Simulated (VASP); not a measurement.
# Mg32O30F (a cell with a defect) in VASP: a series of runs, part 2 of 3

VASP 6.6.1. The steps go on from the part before.

### 3 Single point, PBE

The input, INCAR:

```
ALGO     = Normal         # electronic algorithm
EDIFF    = 1E-6           # SCF threshold, eV
ENCUT    = 520            # plane-wave cutoff, eV
GGA      = PE             # functional
ISIF     = 2              # what is computed and relaxed
ISMEAR   = 0              # smearing method
LASPH    = True           # aspherical terms in the spheres
LCHARG   = True           # write CHGCAR
LELF     = True           # ELF
LREAL    = Auto         
LVHAR    = True         
LWAVE    = False          # write WAVECAR
NBANDS   = 162            # bands
NELECT   = 250.0        
NELM     = 80             # most SCF steps
PREC     = Accurate       # precision mode
SIGMA    = 0.02           # smearing width, eV
```

The input, KPOINTS:

```
k-points
0
Gamma
  1 1 1
```

The input, POSCAR:

```
Mg32O30F
1.0
    8.6060000000      0.0000000000      0.0000000000
    0.0000000000      8.6060000000      0.0000000000
    0.0000000000      0.0000000000      8.6060000000
Mg O F
32 30 1
Direct
    0.5019901485      0.0000000000     -0.0060811314
    0.7499147933      0.2507516633      0.0000852067
    0.7560811314      0.0000000000      0.2480098515
   -0.0018875587      0.0000000000     -0.0014926656
    0.2500248160      0.2518598347     -0.0001361135
    0.5007792972      0.5000000000     -0.0009004775
    0.7499147933      0.7492483367      0.0000852067
    0.2454125209      0.0000000000      0.2367117563
    0.4999641320      0.2544930996      0.2500358680
    0.7509004775      0.5000000000      0.2492207028
    0.5132882437      0.0000000000      0.5045874791
    0.7501361135      0.2518598347      0.4999751840
    0.7514926656      0.0000000000      0.7518875587
   -0.0008228338      0.5000000000     -0.0000904712
    0.2500248160      0.7481401653     -0.0001361135
    0.0000966109      0.2510966896      0.2499839370
    0.2490758303      0.5000000000      0.2481300948
    0.4999641320      0.7455069004      0.2500358680
   -0.0115866746      0.0000000000      0.5012721587
    0.2499930076      0.2621824270      0.5000069924
    0.5018699052      0.5000000000      0.5009241697
    0.7501361135      0.7481401653      0.4999751840
    0.2487278413      0.0000000000      0.7615866746
    0.5000160630      0.2510966896      0.7499033891
    0.7500904712      0.5000000000      0.7508228338
    0.0000966109      0.7489033104      0.2499839370
   -0.0019084238      0.5000000000      0.5001986787
    0.2499930076      0.7378175730      0.5000069924
   -0.0001772625      0.2505026890      0.7501772625
    0.2498013213      0.5000000000      0.7519084238
    0.5000160630      0.7489033104      0.7499033891
   -0.0001772625      0.7494973110      0.7501772625
    0.7499373205      0.2491106129      0.2507209046
    0.0006189921      0.5000000000      0.2507306656
    0.0025255311      0.2474022009      0.4999130977
    0.2500107199      0.2471907868      0.2525728776
    0.4992678811      0.5000000000      0.2507321189
    0.7499373205      0.7508893871      0.2507209046
    0.0025016814      0.0000000000      0.2526434427
    0.4974271224      0.2471907868      0.4999892801
    0.7498168686      0.5000000000      0.4997959196
    0.0025255311      0.7525977991      0.4999130977
    0.7497732283      0.2491762974      0.7493490433
    0.0006073046      0.5000000000      0.7493926954
    0.0006509567      0.2491762974      0.0002267717
    0.2500107199      0.7528092132      0.2525728776
    0.2502005715      0.5000000000      0.4997994285
    0.4974271224      0.7528092132      0.4999892801
    0.7506415646      0.0000000000      0.5003088197
    0.2500869023      0.2474022009      0.7474744689
    0.4992693344      0.5000000000      0.7493810079
    0.7497732283      0.7508237026      0.7493490433
    0.0020537208      0.0000000000      0.7479462792
    0.4992790954      0.2491106129      0.0000626795
    0.7497561077      0.5000000000      0.0002438923
    0.0006509567      0.7508237026      0.0002267717
    0.2500869023      0.7525977991      0.7474744689
    0.4973565573      0.0000000000      0.7474983186
    0.2502040804      0.5000000000      0.0001831314
    0.4992790954      0.7508893871      0.0000626795
    0.7501696324      0.0000000000     -0.0001696324
    0.2496911803      0.0000000000     -0.0006415646
    0.2452218586      0.0000000000      0.5047781414
```

Potentials or basis: VASP PAW PBE potentials, release 64 (Mg, O, F).

On the command line:

```sh
$ cat potpaw_PBE.64/Mg/POTCAR potpaw_PBE.64/O/POTCAR potpaw_PBE.64/F/POTCAR > POTCAR
$ mpirun -np 1 vasp_gam > vasp.out
```

Run time: 6.6 min. Hardware: 1 thread of Intel Xeon 8259CL, shared host; peak memory 0.56 GiB.

The run converged. Its results:

| Property | Result |
| --- | --- |
| Free energy | -371.2068 eV |
| Largest force | 0.027 eV/Å |

Forces on the atoms (eV/Å):
```
Mg   0.002  0.000 -0.027
Mg   0.000 -0.005  0.000
Mg   0.027  0.000 -0.002
Mg   0.000  0.000 -0.006
Mg  -0.001 -0.005 -0.011
Mg   0.000  0.000 -0.002
Mg   0.000  0.005  0.000
Mg  -0.026  0.000 -0.007
Mg   0.001  0.017 -0.001
Mg   0.002  0.000  0.000
Mg   0.007  0.000  0.026
Mg   0.011 -0.005  0.001
Mg   0.006  0.000  0.000
Mg  -0.003  0.000 -0.003
Mg  -0.001  0.005 -0.011
Mg  -0.003 -0.004  0.005
Mg  -0.002  0.000 -0.002
Mg   0.001 -0.017 -0.001
Mg  -0.009  0.000  0.010
Mg  -0.012  0.004  0.012
Mg   0.002  0.000  0.002
Mg   0.011  0.005  0.001
Mg  -0.010  0.000  0.009
Mg  -0.005 -0.004  0.003
Mg   0.003  0.000  0.003
Mg  -0.003  0.004  0.005
Mg   0.002  0.000  0.003
Mg  -0.012 -0.004  0.012
Mg   0.006 -0.013 -0.006
Mg  -0.003  0.000 -0.002
Mg  -0.005  0.004  0.003
Mg   0.006  0.013 -0.006
O   -0.007  0.010 -0.005
O   -0.003  0.000 -0.008
O    0.005  0.007 -0.003
O    0.004  0.006  0.002
O    0.004  0.000 -0.004
O   -0.007 -0.010 -0.005
O    0.006  0.000 -0.004
O   -0.002  0.006 -0.004
O   -0.003  0.000  0.002
O    0.005 -0.007 -0.003
O   -0.002  0.014  0.004
O   -0.006  0.000  0.006
O   -0.004  0.014  0.002
O    0.004 -0.006  0.002
O    0.003  0.000 -0.003
O   -0.002 -0.006 -0.004
O   -0.018  0.000 -0.010
O    0.003  0.007 -0.005
O    0.008  0.000  0.003
O   -0.002 -0.014  0.004
O    0.000  0.000  0.000
O    0.005  0.010  0.007
O    0.001  0.000 -0.001
O   -0.004 -0.014  0.002
O    0.003 -0.007 -0.005
O    0.004  0.000 -0.006
O   -0.002  0.000  0.003
O    0.005 -0.010  0.007
O   -0.008  0.000  0.008
O    0.010  0.000  0.018
F    0.003  0.000 -0.003
```

Levels at points of the mesh, in eV from the Fermi level:
| k point | band 121 | band 122 | band 123 | band 124 | band 125 | band 126 | band 127 | band 128 | band 129 | band 130 |
| --- | --- | --- | --- | --- | --- | --- | --- | --- | --- | --- |
| (0.00, 0.00, 0.00) | -2.76 | -2.32 | -2.31 | -2.30 | -0.15 | 2.37 | 3.65 | 4.09 | 4.16 | 4.93 |

Caveat: the k points lie up to 0.73 Å⁻¹ apart; the cell carries a net charge on a neutralising background, which shifts energy and pressure; the cell is charged against a uniform background, so pressure and absolute levels hang on convention.

### 4 Single point, PBE

The input, INCAR:

```
SYSTEM = Mg32O30F
PREC = Accurate ; ENCUT = 520
EDIFF = 1E-6 ; ISMEAR = 0
SIGMA = 0.02 ; LREAL = Auto
LASPH = .TRUE. ; NELM = 80
ALGO = Normal ; ISIF = 2
LWAVE = .FALSE. ; LCHARG = .FALSE.
GGA = PE ; NELECT = 250.0
NBANDS = 162
```

The input, KPOINTS:

```
regular mesh
0
G
  1 1 1
  0 0 0
```

The input, POSCAR:

```
Mg32O30F
1.0
    8.6060000000      0.0000000000      0.0000000000
    0.0000000000      8.6060000000      0.0000000000
    0.0000000000      0.0000000000      8.6060000000
Mg O F
32 30 1
Direct
    0.5014438764     -0.0000436904     -0.0118050198
    0.7501974204      0.2503182663     -0.0003159424
    0.7617385545     -0.0000696026      0.2484178480
   -0.0013714850     -0.0000455496     -0.0020452010
    0.2501026028      0.2510012782     -0.0001080641
    0.5003138508      0.4999345805     -0.0020851731
    0.7501931211      0.7495664653     -0.0003226818
    0.2370217290     -0.0000549617      0.2452809668
    0.5001898675      0.2620604230      0.2496883570
    0.7519601441      0.4999403904      0.2495673948
    0.5045869161     -0.0000680920      0.5129069254
    0.7499937253      0.2510113874      0.4997809668
    0.7519386475     -0.0000618173      0.7512793400
   -0.0000185917      0.4999377179     -0.0010085987
    0.2501079479      0.7488831048     -0.0001098071
   -0.0000555426      0.2517505229      0.2498234952
    0.2481916105      0.4999435278      0.2488549849
    0.5001990472      0.7377864281      0.2496661631
   -0.0062653962     -0.0000613525      0.5018347664
    0.2501946317      0.2544675808      0.4996917267
    0.5010248664      0.4999280734      0.5017038113
    0.7499938415      0.7488704392      0.4997854985
    0.2480537997     -0.0000352080      0.7561396700
    0.5000577504      0.2517522659      0.7499494539
    0.7509037881      0.4999316756      0.7499145945
   -0.0000626307      0.7481277016      0.2498154776
   -0.0007838717      0.4999388799      0.5005482222
    0.2502032303      0.7453655589      0.4996853358
    0.0001862654      0.2506555891      0.7496975366
    0.2493487102      0.4999417848      0.7506774343
    0.5000718104      0.7481393214      0.7499632814
    0.0001819661      0.7492300720      0.7497125261
    0.7475196375      0.2473135022      0.2498879851
    0.0002273995      0.4999417848      0.2500185917
    0.0002214734      0.2489733907      0.4990607716
    0.2526819661      0.2473743900      0.2497239135
    0.4999185452      0.4999321404      0.2499596793
    0.7475162677      0.7525690216      0.2498568441
   -0.0004197072     -0.0000650709      0.2496247967
    0.5001344411      0.2473877527      0.4972514525
    0.7495159191      0.4999518940      0.4991123635
    0.0002406461      0.7509248199      0.4990737857
    0.7494563096      0.2491293284      0.7495493842
    0.0003606786      0.4999384151      0.7495384615
    0.0003313967      0.2491311875      0.0004628166
    0.2526799907      0.7525204508      0.2497633047
    0.2507891006      0.4999264467      0.4990951662
    0.5001187544      0.7525084825      0.4972414594
    0.7474545666     -0.0000711132      0.4972118290
    0.2508104811      0.2489981408      0.7496895189
    0.4998788055      0.4999350453      0.7496541947
    0.7494343481      0.7507399489      0.7495708808
    0.0000189403     -0.0000583314      0.7498944922
    0.5000079015      0.2473696258      0.0023036254
    0.7495156867      0.4999308622      0.0003705554
    0.0003270974      0.7507679526      0.0004467813
    0.2508270974      0.7509050662      0.7496590751
    0.5002405299     -0.0000404369      0.7503225657
    0.2507786428      0.4999410876      0.0003718336
    0.5000052289      0.7525450848      0.0023141994
    0.7480436904     -0.0000391587      0.0018110620
    0.2527407623     -0.0000484546      0.0024206368
    0.5046092261      0.0000116198      0.2451554729
```

On the command line:

```sh
$ cat potpaw_PBE.64/Mg/POTCAR potpaw_PBE.64/O/POTCAR potpaw_PBE.64/F/POTCAR > POTCAR
$ mpirun -np 1 vasp_gam > vasp.out
```

It took 5.7 min on 1 thread of Intel Xeon 8259CL, shared host; peak memory 0.57 GiB.

It converged, with:

* Free energy: -371.2068 eV
* Largest force: 0.029 eV/Å

Forces in eV/Å, atoms in the order of the input:
```
Mg  -0.001  0.000 -0.015
Mg   0.003  0.001 -0.004
Mg   0.010  0.001  0.002
Mg  -0.002  0.000 -0.001
Mg   0.001  0.007 -0.003
Mg  -0.001 -0.001 -0.001
Mg   0.004 -0.003 -0.005
Mg  -0.020 -0.001 -0.021
Mg   0.001  0.019 -0.001
Mg   0.000 -0.001  0.000
Mg   0.022  0.000  0.019
Mg   0.001  0.005 -0.001
Mg   0.000  0.001  0.002
Mg  -0.001  0.000 -0.007
Mg   0.001 -0.006 -0.003
Mg  -0.002  0.001  0.000
Mg   0.002 -0.001 -0.004
Mg   0.000 -0.017  0.001
Mg  -0.004  0.000  0.000
Mg  -0.003  0.016  0.004
Mg   0.004  0.000 -0.001
Mg   0.001 -0.005 -0.001
Mg   0.002 -0.002  0.006
Mg   0.000  0.002  0.002
Mg   0.005 -0.001  0.000
Mg  -0.001  0.000  0.000
Mg  -0.004  0.000  0.003
Mg  -0.004 -0.012  0.005
Mg   0.002  0.002 -0.002
Mg  -0.004 -0.001  0.003
Mg  -0.001 -0.002  0.001
Mg   0.003 -0.002 -0.003
O    0.000 -0.001  0.001
O   -0.001  0.001  0.000
O   -0.003  0.011  0.005
O    0.003 -0.011  0.006
O    0.001  0.001  0.001
O   -0.001  0.002  0.003
O    0.005  0.001  0.002
O   -0.004 -0.013 -0.006
O    0.004  0.000  0.003
O   -0.005 -0.012  0.004
O    0.003  0.006  0.002
O   -0.004  0.001  0.003
O   -0.002  0.005 -0.003
O    0.004  0.010  0.003
O   -0.004  0.001  0.004
O   -0.002  0.011 -0.006
O    0.000 -0.001 -0.005
O   -0.005  0.010  0.001
O    0.001  0.001  0.002
O    0.004 -0.004  0.002
O   -0.005  0.001  0.005
O   -0.001 -0.003  0.002
O    0.003  0.001 -0.001
O   -0.001 -0.006 -0.001
O   -0.005 -0.010  0.004
O    0.000 -0.001 -0.005
O   -0.004  0.001 -0.003
O   -0.001  0.002  0.002
O   -0.002 -0.001  0.003
O    0.000 -0.001  0.000
F    0.010 -0.002 -0.005
```

Levels at points of the mesh, in eV from the Fermi level:
| k point | band 122 | band 123 | band 124 | band 125 | band 126 | band 127 | band 128 | band 129 |
| --- | --- | --- | --- | --- | --- | --- | --- | --- |
| (0.00, 0.00, 0.00) | -2.36 | -2.35 | -2.33 | -0.18 | 2.33 | 3.61 | 4.05 | 4.12 |

Caveat: the k points lie up to 0.73 Å⁻¹ apart; the cell carries a net charge on a neutralising background, which shifts energy and pressure; the cell is charged against a uniform background, so pressure and absolute levels hang on convention.

(Part 2 of 3 ends here.)
